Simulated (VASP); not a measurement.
Al3Cu2, 10 atoms in the cell. Symmetry: C2/m, No. 12, monoclinic system. Conventional cell: a = 7.099 Å, b = 4.099 Å, c = 10.034 Å, α = 90.00°, β = 96.77°, γ = 90.00°. Al (site symmetry m) has 6 Cu at 2.49 Å and 6 Al at 2.94 Å within 3.3 Å. Al (site symmetry m) has 1 Al at 1.89 Å and 4 Cu at 2.54 to 2.56 Å within 2.6 Å. Al (site symmetry m) has 5 Cu at 2.45 to 2.56 Å and 6 Al at 2.79 to 2.94 Å within 3.2 Å. Within 3.3 Å of Cu (site symmetry m) lie 8 Al at 2.49 to 2.72 Å and 3 Cu at 2.84 Å. Within 3.2 Å of Cu (site symmetry m) lie 8 Al at 2.45 to 2.56 Å and 3 Cu at 2.84 Å.  This cell differs from its parent crystal: the part above a cut slid along it.

* Program: VASP 6.6.1
* Task: single point
* Functional: PBEsol
* Potentials or basis: VASP PAW PBE potentials, release 64 (Al, Cu)
* Cutoff: 520 eV
* k mesh: 13 × 13 × 5
* Occupations: gaussian, width 0.15 eV
* Spin: no spin polarisation
* Dipole correction: no
* Further INCAR settings: ALGO = Fast; EDIFF = 1e-07; NBANDS = 42

Potentials or basis: VASP PAW PBE potentials, release 64 (Al, Cu).

Run with:

```console
$ cat potpaw_PBE.64/Al/POTCAR potpaw_PBE.64/Cu/POTCAR > POTCAR
$ mpirun -np 1 vasp_std > vasp.out
```

Hardware: 1 thread of AMD EPYC 9755 128-Core Processor (shared host).

Task: How long does it take, and how much memory?

Result: It took 56 min on 1 thread of AMD EPYC 9755 128-Core Processor (shared host), peak memory 0.99 GiB. Counts: scf iterations 22, k points 231.
